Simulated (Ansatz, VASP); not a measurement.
# Two plane-wave programs on Si4B

INCAR

```
SYSTEM = Si4B
PREC = Accurate
ENCUT = 520
EDIFF = 1E-6
ISMEAR = 0
SIGMA = 0.1
LREAL = .False.
LASPH = .True.
NELM = 60
ALGO = Normal
ISIF = 2
LWAVE = .False.
LCHARG = .True.
GGA = PE
LELF = .True.
LVHAR = .True.
NBANDS = 18
```

The input KPOINTS:

```
regular mesh
0
Gamma
  6 6 6
  0 0 0
```

File POSCAR:

```
Si4B
1.0
   -2.5959489000      2.5959489000      2.5959489000
    2.5959489000     -2.5959489000      2.5959489000
    2.5959489000      2.5959489000     -2.5959489000
Si B
4 1
Direct
    0.0000000000      0.0000000000      0.5000000000
    0.0000000000      0.5000000000      0.0000000000
    0.5000000000      0.0000000000      0.0000000000
    0.5000000000      0.5000000000      0.5000000000
    0.0000000000      0.0000000000      0.0000000000
```

Input for Ansatz:

```yaml
crystal:
  lattice:
    - [-2.5959489, 2.5959489, 2.5959489]
    - [2.5959489, -2.5959489, 2.5959489]
    - [2.5959489, 2.5959489, -2.5959489]
  atoms:
    - { symbol: Si, position: [0.0, 0.0, 0.5] }
    - { symbol: Si, position: [0.0, 0.5, 0.0] }
    - { symbol: Si, position: [0.5, 0.0, 0.0] }
    - { symbol: Si, position: [0.5, 0.5, 0.5] }
    - { symbol: B, position: [0.0, 0.0, 0.0] }
basis:
  ecutwfc: 420
kpoints:
  mp_grid: { grid: [6, 6, 6] }
hamiltonian:
  xc: pbe
scf:
  occupations: { method: gaussian, width: 0.1 }
  lower_state_search: "off"
output:
  forces: true
  stress: true
  eigenvalues: true
```

Change from the starting cell: species swapped into the CrGa4 type (Im-3m, No. 229).

Alike in both runs: task single point; functional PBE; k mesh 6 × 6 × 6; occupations gaussian, width 0.1 eV; no spin polarisation.

```csv
,VASP,Ansatz
version,VASP 6.6.1,Ansatz 0.2.0
potentials or method,"VASP PAW PBE potentials, release 64 (Si, B), cutoff 520 eV","scalar-relativistic, plane waves, PAW"
valence electrons in the cell,19,19
```

|  | VASP | Ansatz | Ansatz less VASP |
| --- | --- | --- | --- |
| gap on the k mesh at the Fermi level (eV) | none | none | - |
| pressure (GPa) | -1.3 | -1.3 | +0.06 |

A gap of «none» marks a metal or a gap that the smearing closes. The functional is the same, so the differences come from potentials, cutoffs and numerics.
